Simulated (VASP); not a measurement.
# Ba2Os (I4/mmm) in VASP: further runs, part 2 of 2

VASP 6.6.1.

**5. Relaxation of cell and atoms, PBEsol, collinear spin**

This run uses another cell than the first one, of 42.62 Å³/atom.

The input, INCAR:

```
SYSTEM = Ba2Os
  PREC = Accurate
  ENCUT = 600
  EDIFF = 1E-6
  ISMEAR = 1
  SIGMA = 0.05
  LREAL = .False.
  LASPH = .True.
  NELM = 150
  ALGO = Normal
  ISIF = 3
  LWAVE = .False.
  LCHARG = .False.
  ISPIN = 2
  MAGMOM = -1 -2 4
  LORBIT = 11
  LMAXMIX = 4
  GGA = PS
  IBRION = 2
  NSW = 60
  EDIFFG = -0.01
```

The input, KPOINTS:

```
regular mesh
0
Gamma
  5 5 5
  0 0 0
```

The input, POSCAR:

```
Ba2Os
1.0
    0.0000000000      4.1576432700      0.0000000000
    4.1576432700      0.0000000000      0.0000000000
    2.0788221400      2.0788221400     -7.3965566500
Os Ba
1 2
Direct
    0.0000000000      0.0000000000      0.0000000000
    0.3700000000      0.3700000000      0.2600000000
    0.6300000000      0.6300000000      0.7400000000
```

Potentials or basis: VASP PAW PBE potentials, release 64 (Os, Ba_sv).

The run is started by

```sh
$ cat potpaw_PBE.64/Os/POTCAR potpaw_PBE.64/Ba_sv/POTCAR > POTCAR
$ mpirun -np 1 vasp_std > vasp.out
```

OUTCAR:

```text
SYSTEM = Ba2Os
   PREC = Accurate
   ENCUT = 600
   EDIFF = 1E-6
   ISMEAR = 1
   LREAL = .False.
   LASPH = .True.
   NELM = 150
   ISIF = 3
   ISPIN = 2
   LORBIT = 11
   GGA = PS
   IBRION = 2
   NSW = 60
   EDIFFG = -0.01

 ion  position               nearest neighbor table
   1  0.000  0.000  0.000-   3 3.51   2 3.51   3 3.51   2 3.51   2 3.51   3 3.51   3 3.51   2 3.51

   2  0.370  0.370  0.260-   1 3.51   1 3.51   1 3.51   1 3.51   3 3.85   3 4.61   3 4.61   3 4.61
                             3 4.61
   3  0.630  0.630  0.740-   1 3.51   1 3.51   1 3.51   1 3.51   2 3.85   2 4.61   2 4.61   2 4.61
                             2 4.61

  LATTYP: Found a body centered tetragonal cell.
 ALAT       =     4.1576432700
 C/A-ratio  =     3.5580525647

  Lattice vectors:

 A1 = (  -2.0788221400,   2.0788211300,   7.3965566500)
 A2 = (   2.0788211300,  -2.0788221400,   7.3965566500)
 A3 = (   2.0788221400,   2.0788221400,  -7.3965566500)

Analysis of symmetry for initial positions (statically):
=====================================================================
 Subroutine PRICEL returns:
 Original cell was already a primitive cell.

 Routine SETGRP: Setting up the symmetry group for a
[... 1088 lines left out ...]
  FREE ENERGIE OF THE ION-ELECTRON SYSTEM (eV)
  ---------------------------------------------------
  free  energy   TOTEN  =       -14.2925096121 eV

  energy  without entropy=      -14.2933338808  energy(sigma->0) =      -14.29278437

[... ionic steps 4 to 11 ...]

--------------------------------------- Ionic step       12  -------------------------------------------

 number of electron      28.0000000 magnetization      -0.0630325

------------------------ aborting loop because EDIFF is reached ----------------------------------------
[... 69 lines left out ...]
--------------------------------------- Ionic step       14  -------------------------------------------

 number of electron      28.0000000 magnetization      -0.0669465

 Free energy of the ion-electron system (eV)
  ---------------------------------------------------
  ext. energy  EPLUGINS =         0.00000000
  ---------------------------------------------------
  free energy    TOTEN  =       -14.31368832 eV

  energy without entropy =      -14.31405259  energy(sigma->0) =      -14.31380974

 E-fermi :   3.3310     XC(G=0):  -9.7195

 val. band max:        3.3263327216   @ k =  -0.4000   0.4000   0.0000
 cond. band min:       3.3818373760   @ k =  -0.4000   0.4000   0.0000
 fundamental gap:      0.0555046544
 Fermi energy:         3.3309926859

 spin component 1

 k-point     1 :       0.0000    0.0000    0.0000
  band No.  band energies     occupation
      1     -24.2300      1.00000
      2     -24.0757      1.00000
      3     -10.3160      1.00000
      4      -8.9094      1.00000
      5      -8.8807      1.00000
      6      -8.8807      1.00000
[... 814 lines left out ...]
  FREE ENERGIE OF THE ION-ELECTRON SYSTEM (eV)
  ---------------------------------------------------
  free  energy   TOTEN  =       -14.3136883202 eV

  energy  without entropy=      -14.3140525943  energy(sigma->0) =      -14.31380974

 reached required accuracy - stopping structural energy minimisation

 total charge

# of ion       s       p       d       tot
------------------------------------------
    1        0.697   0.168   6.090   6.955
    2        2.063   5.478   0.602   8.143
    3        2.063   5.478   0.602   8.143
--------------------------------------------------
tot          4.824  11.124   7.294  23.242

 magnetization (x)

# of ion       s       p       d       tot
------------------------------------------
    1       -0.003  -0.003  -0.063  -0.069
    2       -0.000  -0.001   0.002   0.001
    3       -0.000  -0.001   0.002   0.001
--------------------------------------------------
tot         -0.003  -0.004  -0.060  -0.066
```

OSZICAR:

```text
N       E                     dE             d eps       ncg     rms          rms(c)
DAV:   1     0.212810028547E+03    0.21281E+03   -0.12692E+04  1368   0.137E+03
DAV:   2     0.792385474089E+01   -0.20489E+03   -0.19739E+03  1934   0.303E+02
DAV:   3    -0.115775576796E+02   -0.19501E+02   -0.18763E+02  1906   0.837E+01
DAV:   4    -0.122072651405E+02   -0.62971E+00   -0.62654E+00  2055   0.128E+01
[... 130 lines left out ...]
DAV:   3    -0.143137197968E+02    0.84926E-03   -0.70091E-03  1791   0.265E-01    0.311E-02
DAV:   4    -0.143136885081E+02    0.31289E-04   -0.24756E-04  1738   0.835E-02    0.148E-02
DAV:   5    -0.143136888028E+02   -0.29471E-06   -0.10001E-05  1837   0.157E-02    0.798E-03
DAV:   6    -0.143136883202E+02    0.48261E-06   -0.16900E-06   899   0.640E-03
  14 F= -.14313688E+02 E0= -.14313810E+02  d E =-.547980E-04  mag=    -0.0671
```

Wall time 29 min (1 thread of AMD EPYC, shared host); peak memory 0.36 GiB.

What came out:

```
Free energy                                           : -14.3137 eV
Relaxed volume                                        : 32.28 Å³/atom
Relaxed cell                                          : a = 3.723 Å, b = 3.723 Å, c = 7.465 Å, α = 75.56°, β = 75.56°, γ = 90.00°
Space group after relaxing (to 0.1 Å)                 : I4/mmm (No. 139)
Energy gained by relaxing                             : 297.7 meV/atom
Ionic steps                                           : 14
Pressure after relaxing                               : 0.0 GPa
Largest force after relaxing                          : 0.007 eV/Å
Net moment                                            : -0.07 μB per cell
Site moments                                          : Os -0.07; Ba +0.00 μB
Valence electrons inside the program's atomic spheres : Os 6.96; Ba 8.14
```

Forces in eV/Å, atoms in the order of the input:
```
Os   0.000  0.000  0.000
Ba   0.000  0.000  0.007
Ba   0.000  0.000 -0.007
```

Step by step:
```tsv
step	energy change (eV)	largest force (eV/Å)	pressure (GPa)	volume (Å³)
1	0.0000	1.2092	-6.34	127.86
2	-0.8688	0.1331	-0.75	99.11
3	-0.8718	0.2486	-0.14	97.81
4	-0.8883	0.1035	-0.08	96.98
5	-0.8927	0.0157	0.01	96.27
6	-0.8927	0.0210	0.00	96.24
7	-0.8928	0.0137	0.03	96.23
8	-0.8928	0.0031	0.07	96.21
9	-0.8928	0.0053	0.08	96.27
10	-0.8929	0.0114	0.02	96.44
11	-0.8929	0.0226	-0.08	96.80
12	-0.8929	0.0191	-0.04	96.69
13	-0.8930	0.0143	-0.05	96.74
14	-0.8930	0.0066	-0.03	96.83
```

Final structure:
```xyz
3
Lattice="0.0000 3.7229 0.0000 3.7229 0.0000 0.0000 1.8615 1.8615 -6.9860" Properties=species:S:1:pos:R:3 pbc="T T T"
Os    1.8615    1.8615   -6.9860
Ba    1.8615    1.8615   -1.7690
Ba    3.7229    3.7229   -5.2170
```

Levels at points of the mesh, in eV from the Fermi level:
Spin up:
| k point | band 12 | band 13 | band 14 | band 15 | band 16 | band 17 |
| --- | --- | --- | --- | --- | --- | --- |
| (0.00, 0.00, 0.00) | -0.57 | -0.13 | -0.12 | -0.12 | 0.86 | 0.97 |
Spin down:
| k point | band 11 | band 12 | band 13 | band 14 | band 15 | band 16 | band 17 | band 18 |
| --- | --- | --- | --- | --- | --- | --- | --- | --- |
| (0.00, 0.00, 0.00) | -1.50 | -0.56 | -0.16 | -0.15 | -0.15 | 0.87 | 0.98 | 2.87 |

Caveat: the volume moved by over 15 % at a fixed basis, so the end points are rough; the PAW data sets were made with another functional, which shifts forces and pressure a little; spin-orbit coupling is left out, which moves the levels of the heavy elements.

**6. Overview**

| task | level | spin | cell | cutoff (eV) | smearing | gap on the mesh (eV) | pressure (GPa) | moment (μB) | relaxed volume (Å³/atom) | largest force (eV/Å) |
| --- | --- | --- | --- | --- | --- | --- | --- | --- | --- | --- |
| single point | PBEsol+D4 | off | a = 3.615, b = 3.615, c = 7.264 Å, angles 75.6, 75.6, 90.0°, 3 atoms, atomic positions A | 520 | fermi-dirac 0.1 eV | none | 2.0 | - | - | 0.27 |
| single point | PBEsol | collinear | a = 3.667, b = 3.667, c = 7.417 Å, angles 75.7, 75.7, 90.0°, 3 atoms, atomic positions B | 520 | methfessel-paxton 0.05 eV | none | 1.8 | 0.09 | - | 0.26 |
| relaxation of cell and atoms | PBEsol+D4 | off | relaxed from a = 4.158, b = 4.158, c = 7.959 Å, angles 74.9, 74.9, 90.0°, 3 atoms, atomic positions A | 600 | fermi-dirac 0.1 eV | none | 0.0 | - | 31.02 | 0.01 |
| relaxation of cell and atoms | PBEsol | collinear | relaxed from a = 4.158, b = 4.158, c = 7.959 Å, angles 74.9, 74.9, 90.0°, 3 atoms, atomic positions A | 600 | methfessel-paxton 0.05 eV | none | 0.0 | 0.07 | 32.28 | 0.01 |

Alike in all rows: potentials or basis VASP PAW PBE potentials, release 64 (Os, Ba_sv); k mesh 5 × 5 × 5.

Caveats: the PAW data sets were made with another functional, which shifts forces and pressure a little; spin-orbit coupling is left out, which moves the levels of the heavy elements; the volume moved by over 15 % at a fixed basis, so the end points are rough (at least some runs).

Absolute energies hang on the potentials; compare differences alone.
